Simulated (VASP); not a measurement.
# SnSe2 (P-3m1) in VASP: notebook, part 2 of 2

VASP 6.6.1. Earlier steps stand in the parts before.

**3. Single point, PBEsol (in-plane strain -0.02, then relaxed in part)**

Contents of INCAR:

```
PREC = Accurate
ENCUT = 500
EDIFF = 1E-6
ISMEAR = 0
SIGMA = 0.01
LREAL = F
LASPH = T
NELM = 120
ALGO = Normal
ISIF = 2
LWAVE = F
LCHARG = T
GGA = PS
LELF = T
LVHAR = T
NBANDS = 20
GGA_COMPAT = F
```

Contents of KPOINTS:

```
regular mesh
0
Gamma
  8 8 4
```

Contents of POSCAR:

```
SnSe2
1.0
    3.7425631117      0.0000000000      0.0000000000
   -1.8712815559      3.2411547300      0.0000000000
    0.0000000000      0.0000000000      6.2944589826
Sn Se
1 2
Direct
    0.0000000000      0.0000000000      0.0000000000
    0.3333333333      0.6666666667      0.2559430322
    0.6666666667      0.3333333333      0.7440569678
```

Potentials or basis: VASP PAW PBE potentials, release 64 (Sn_d, Se).

The run is started by

```sh
$ cat potpaw_PBE.64/Sn_d/POTCAR potpaw_PBE.64/Se/POTCAR > POTCAR
$ mpirun -np 1 vasp_std > vasp.out
```

OUTCAR:

```text
PREC = Accurate
   ENCUT = 500
   EDIFF = 1E-6
   ISMEAR = 0
   LREAL = F
   LASPH = T
   NELM = 120
   ISIF = 2
   GGA = PS

 ion  position               nearest neighbor table
   1  0.000  0.000  0.000-   2 2.70   3 2.70   3 2.70   2 2.70   3 2.70   2 2.70
   2  0.333  0.667  0.256-   1 2.70   1 2.70   1 2.70
   3  0.667  0.333  0.744-   1 2.70   1 2.70   1 2.70

  LATTYP: Found a hexagonal cell.
 ALAT       =     3.7425631117
 C/A-ratio  =     1.6818578057

  Lattice vectors:

 A1 = (   3.7425631117,   0.0000000000,   0.0000000000)
 A2 = (  -1.8712815559,   3.2411547300,   0.0000000000)
 A3 = (   0.0000000000,   0.0000000000,   6.2944589826)

Analysis of symmetry for initial positions (statically):
=====================================================================
 Subroutine PRICEL returns:
 Original cell was already a primitive cell.

 Routine SETGRP: Setting up the symmetry group for a
 hexagonal supercell.

 Subroutine GETGRP returns: Found 12 space group operations
 (whereof 12 operations were pure point group operations)
 out of a pool of 24 trial point group operations.

The static configuration has the point symmetry D_3d.

Analysis of symmetry for dynamics (positions and initial velocities):
=====================================================================
 Subroutine PRICEL returns:
 Original cell was already a primitive cell.

 Routine SETGRP: Setting up the symmetry group for a
 hexagonal supercell.

 Subroutine GETGRP returns: Found 12 space group operations
 (whereof 12 operations were pure point group operations)
 out of a pool of 24 trial point group operations.

The dynamic configuration has the point symmetry D_3d.

 Subroutine INISYM returns: Found 12 space group operations
 (whereof 12 operations are pure point group operations),
 and found     1 'primitive' translations

----------------------------------------------------------------------------------------

                                     Primitive cell

  volume of cell :      76.3532

  direct lattice vectors                    reciprocal lattice vectors
     3.742563112  0.000000000  0.000000000     0.267196563  0.154266008  0.000000000
    -1.871281556  3.241154730  0.000000000     0.000000000  0.308532015  0.000000000
     0.000000000  0.000000000  6.294458983     0.000000000  0.000000000  0.158869889

  length of vectors
     3.742563112  3.742563112  6.294458983     0.308532015  0.308532015  0.158869889

  position of ions in fractional coordinates (direct lattice)
     0.000000000  0.000000000  0.000000000
     0.333333333  0.666666667  0.255943032
     0.666666667  0.333333333  0.744056968

  ion indices of the primitive-cell ions
   primitive index   ion index
                 1           1
                 2           2
                 3           3

----------------------------------------------------------------------------------------

 KPOINTS: regular mesh

Automatic generation of k-mesh.
 Grid dimensions read from file:
 generate k-points for:    8    8    4

 Generating k-lattice:

  Cartesian coordinates                     Fractional coordinates (reciprocal lattice)
     0.033399570  0.019283251  0.000000000     0.125000000 -0.000000000  0.000000000
     0.000000000  0.038566502  0.000000000     0.000000000  0.125000000  0.000000000
     0.000000000  0.000000000  0.039717472     0.000000000  0.000000000  0.250000000

  Length of vectors
     0.038566502  0.038566502  0.039717472

  Shift w.r.t. Gamma in fractional coordinates (k-lattice)
     0.000000000  0.000000000  0.000000000

 Subroutine IBZKPT returns following result:
 ===========================================

 Found     35 irreducible k-points:

 Following reciprocal coordinates:
            Coordinates               Weight
  0.000000  0.000000  0.000000      1.000000
  0.125000 -0.000000  0.000000      6.000000
  0.250000 -0.000000  0.000000      6.000000
  0.375000 -0.000000  0.000000      6.000000
  0.500000 -0.000000  0.000000      3.000000
  0.125000  0.125000  0.000000      6.000000
[... 16 lines left out ...]
 -0.125000  0.500000  0.250000     12.000000
  0.250000  0.250000  0.250000     12.000000
 [... further k-points ...]
   k-points           NKPTS =     35   k-points in BZ     NKDIM =     35   number of bands    NBANDS=     20
   number of dos      NEDOS =    301   number of ions     NIONS =      3
   total plane-waves  NPLWV =  37632
   dimension x,y,z NGX =    28 NGY =   28 NGZ =   48
   dimension x,y,z NGXF=    56 NGYF=   56 NGZF=   96
   ions per type =               1   2
   NGX,Y,Z   is equivalent  to a cutoff of  12.44, 12.44, 12.68 a.u.
   NGXF,Y,Z  is equivalent  to a cutoff of  24.88, 24.88, 25.36 a.u.
 SYSTEM =  unknown system
   PREC   = accura    normal or accurate (medium, high low for compatibility)
   ISTART =      0    job   : 0-new  1-cont  2-samecut
   ICHARG =      2    charge: 1-file 2-atom 10-const
   ISPIN  =      1    spin polarized calculation?
   LNONCOLLINEAR =      F non collinear calculations
   LSORBIT =      F    spin-orbit coupling
   LASPH  =      T    aspherical Exc in radial PAW
   ENCUT  =  500.0 eV  36.75 Ry    6.06 a.u.   6.82  6.82 11.48*2*pi/ulx,y,z
   NELM   =    120;   NELMIN=  2; NELMDL= -5     # of ELM steps
   EDIFF  = 0.1E-05   stopping-criterion for ELM
   LREAL  =      F    real-space projection
   EDIFFG = 0.1E-04   stopping-criterion for IOM
   NSW    =      0    number of steps for IOM
   IBRION =     -1    ionic relax: 0-MD 1-quasi-New 2-CG
   NFREE  =      0    steps in history (QN), initial steepest desc. (CG)
   ISIF   =      2    stress and relaxation
   ISYM   =      2    0-nonsym 1-usesym 2-fastsym
   POTIM  = 0.5000    time-step for ionic-motion
   TEBEG  =    0.0;   TEEND  =   0.0 temperature during run
   PSTRESS=    0.0 pullay stress
   NELECT =      26.0000    total number of electrons
   NUPDOWN=      -1.0000    fix difference up-down
   EMIN   =  10.00;   EMAX   =-10.00  energy-range for DOS
   EFERMI =   0.00;   METHOD = LEGACY
   ISMEAR =     0;   SIGMA  =   0.01  broadening in eV -4-tet -1-fermi 0-gaus
   EFERMI_NEDOS =   21; number of points for ismear=-14 and -15
   IALGO  =     38    algorithm
   IMIX   =      4    mixing-type and parameters
     AMIX     =   0.40;   BMIX     =  1.00
     AMIX_MAG =   1.60;   BMIX_MAG =  1.00
  volume/ion in A,a.u.               =      25.45       171.75
  Fermi-wavevector in a.u.,A,eV,Ry     =   1.143203  2.160341 17.781645  1.306914
  Thomas-Fermi vector in A             =   2.279899
   LORBIT       =      0    0 simple, 1 ext, 2 COOP (PROOUT), +10 PAW based schemes
   GGA     = PS    functional components
   LHFCALC =     F    Hartree Fock is set to
   AEXX    =    0.0000 exact exchange contribution
   IVDW    =     0    specifies the selected vdW correction
   LEPSILON=     F    determine dielectric tensor
   LRPA    =     F    only Hartree local field effects (RPA)
 non-spin polarized calculation
 Gauss-broadening in eV      SIGMA  =   0.01
  energy-cutoff  :      500.00
  volume of cell :       76.35
 maximum number of plane-waves:      1964
 NGX is ok and might be reduce to    28
   NGX = 13   NGY = 13   NGZ = 23

 number of electron      25.9999992 magnetization

 Free energy of the ion-electron system (eV)
  ---------------------------------------------------
  ext. energy  EPLUGINS =         0.00000000
  ---------------------------------------------------
  free energy    TOTEN  =       -12.95686302 eV

  energy without entropy =      -12.95686302  energy(sigma->0) =      -12.95686302

 E-fermi :   4.3695     XC(G=0):  -9.7175

 val. band max:        4.2729095349   @ k =   0.1250  -0.0000   0.2500
 cond. band min:       4.7510419035   @ k =   0.5000  -0.0000   0.5000
 fundamental gap:      0.4781323686
 Fermi energy:         4.3694681523

 k-point     1 :       0.0000    0.0000    0.0000
  band No.  band energies     occupation
      1     -16.9746      2.00000
      2     -16.9746      2.00000
      3     -16.9267      2.00000
      4     -16.9131      2.00000
      5     -16.9131      2.00000
      6      -9.8282      2.00000
[... 12 lines left out ...]
     19      13.2829      0.00000
     20      13.2829      0.00000
[... 507 lines left out ...]
 k-point    24 :       0.2500    0.2500    0.2500
  band No.  band energies     occupation
      1     -17.0083      2.00000
      2     -16.9650      2.00000
      3     -16.9293      2.00000
      4     -16.9110      2.00000
      5     -16.8862      2.00000
      6      -8.1566      2.00000
[... 12 lines left out ...]
     19      11.8313      0.00000
     20      13.8966      0.00000

 [... further k-points ...]

------------------------ aborting loop because EDIFF is reached ----------------------------------------

  FORCE on cell =-STRESS in cart. coord.  units (eV):
  Direction    XX          YY          ZZ          XY          YZ          ZX
  --------------------------------------------------------------------------------------
  -------------------------------------------------------------------------------------
  Total        1.2598686      1.2598686      0.0664526     -0.0000000      0.0000000      0.0000000
  in kB       26.4367785     26.4367785      1.3944250     -0.0000000      0.0000000      0.0000000
  external PRESSURE =      18.0893274 kB  Pullay stress =       0.0000000 kB

 VOLUME and BASIS-vectors are now :
 -----------------------------------------------------------------------------
  energy-cutoff  :      500.00
  volume of cell :       76.35
      direct lattice vectors                 reciprocal lattice vectors
     3.742563112  0.000000000  0.000000000     0.267196563  0.154266008  0.000000000
    -1.871281556  3.241154730  0.000000000     0.000000000  0.308532015  0.000000000
     0.000000000  0.000000000  6.294458983     0.000000000  0.000000000  0.158869889

 POSITION                                       TOTAL-FORCE (eV/Angst)
 -----------------------------------------------------------------------------------
      0.00000      0.00000      0.00000         0.000000      0.000000      0.000000
     -0.00000      2.16077      1.61102        -0.000000      0.000000      0.020652
      1.87128      1.08038      4.68344         0.000000      0.000000     -0.020652
 -----------------------------------------------------------------------------------
    total drift:                               -0.000000     -0.000000     -0.000000

  FREE ENERGIE OF THE ION-ELECTRON SYSTEM (eV)
  ---------------------------------------------------
  free  energy   TOTEN  =       -12.9568630234 eV

  energy  without entropy=      -12.9568630234  energy(sigma->0) =      -12.95686302
```

Run time: 63 s. Hardware: 1 thread of Intel Xeon 8259CL, shared host; peak memory 0.21 GiB.

Results:

```yaml
Free_energy: -12.9569 eV
Pressure: 1.8 GPa
Largest_force: 0.021 eV/Å
Band_gap_on_the_k_mesh: 0.48 eV (least direct gap 1.12 eV)
```

Forces in eV/Å, atoms in the order of the input:
```
Sn   0.000  0.000  0.000
Se   0.000  0.000  0.021
Se   0.000  0.000 -0.021
```

Caveat: the cell differs from its parent crystal (in-plane strain -0.02, then relaxed in part); the PAW data sets were made with another functional, which shifts forces and pressure a little; spin-orbit coupling is left out, which moves the levels of the heavy elements; this functional lacks dispersion, which binds the layers, so the pressure and a relaxed spacing across them are unreliable.

**4. Single point, PBEsol (in-plane strain -0.01, then relaxed in part)**

Contents of INCAR:

```
SYSTEM = SnSe2
PREC     = Accurate       ! precision mode
ENCUT    = 500            ! plane-wave cutoff, eV
EDIFF    = 1E-6           ! SCF threshold, eV
ISMEAR   = 0              ! smearing method
SIGMA    = 0.01           ! smearing width, eV
LREAL    = .False.        ! projectors in reciprocal space
LASPH    = .True.         ! aspherical terms in the spheres
NELM     = 120            ! most SCF steps
ALGO     = Normal         ! electronic algorithm
ISIF     = 2              ! what is computed and relaxed
LWAVE    = .False.        ! write WAVECAR
LCHARG   = .False.        ! write CHGCAR
GGA      = PS             ! functional
NBANDS   = 20             ! bands
GGA_COMPAT= .False.
```

Contents of KPOINTS:

```
regular mesh
0
Gamma
  8 8 4
  0 0 0
```

Contents of POSCAR:

```
SnSe2
1.0
    3.7807525312      0.0000000000      0.0000000000
   -1.8903762656      3.2742277375      0.0000000000
    0.0000000000      0.0000000000      6.2260644225
Sn Se
1 2
Direct
    0.0000000000      0.0000000000      0.0000000000
    0.3333333333      0.6666666667      0.2567395058
    0.6666666667      0.3333333333      0.7432604942
```

The run is started by

```sh
$ cat potpaw_PBE.64/Sn_d/POTCAR potpaw_PBE.64/Se/POTCAR > POTCAR
$ mpirun -np 1 vasp_std > vasp.out
```

Wall time 57 s (1 thread of Intel Xeon 8259CL, shared host); peak memory 0.21 GiB.

It converged, with:

| Property | Result |
| --- | --- |
| Free energy | -12.9755 eV |
| Pressure | 0.9 GPa |
| Largest force | 0.021 eV/Å |
| Band gap on the k mesh | 0.58 eV (least direct gap 1.14 eV) |

Forces in eV/Å, atoms in the order of the input:
```
Sn   0.000  0.000  0.000
Se   0.000  0.000  0.021
Se   0.000  0.000 -0.021
```

Stress tensor (GPa, compression positive):
```
1.31 0.00 0.00
0.00 1.31 0.00
0.00 0.00 0.14
```

Levels at points of the mesh, in eV from the valence-band top:
```csv
k point,band 11,band 12,band 13,band 14,band 15,band 16
"(0.00, 0.00, 0.00)",-0.26,-0.26,-0.26,0.99,3.07,4.66
"(0.50, 0.00, 0.00)",-2.49,-1.48,-0.28,1.12,3.61,5.11
"(0.00, 0.00, 0.50)",-0.63,-0.09,-0.09,2.56,2.96,4.39
"(0.50, 0.00, 0.50)",-2.14,-0.95,-0.72,0.58,3.90,4.54
```

Caveat: the cell differs from its parent crystal (in-plane strain -0.01, then relaxed in part); the PAW data sets were made with another functional, which shifts forces and pressure a little; spin-orbit coupling is left out, which moves the levels of the heavy elements; this functional lacks dispersion, which binds the layers, so the pressure and a relaxed spacing across them are unreliable. A k mesh can miss the band edges.

**5. Overview**

```csv
cell,gap on the mesh (eV),pressure (GPa),largest force (eV/Å)
"a = 3.743, b = 3.743, c = 6.213 Å, angles 90.0, 90.0, 120.0°, 3 atoms, atomic positions A",0.52,2.2,0.06
"a = 3.743, b = 3.743, c = 6.294 Å, angles 90.0, 90.0, 120.0°, 3 atoms, atomic positions B",0.48,1.8,0.02
"a = 3.781, b = 3.781, c = 6.226 Å, angles 90.0, 90.0, 120.0°, 3 atoms, atomic positions A",0.58,0.9,0.02
```

Alike in all rows: task single point; level PBEsol; potentials or basis VASP PAW PBE potentials, release 64 (Sn_d, Se); no spin polarisation; k mesh 8 × 8 × 4; cutoff (eV) 500; smearing gaussian 0.01 eV.

Caveats: the PAW data sets were made with another functional, which shifts forces and pressure a little; spin-orbit coupling is left out, which moves the levels of the heavy elements; this functional lacks dispersion, which binds the layers, so the pressure and a relaxed spacing across them are unreliable.

Absolute energies hang on the potentials; compare differences alone.
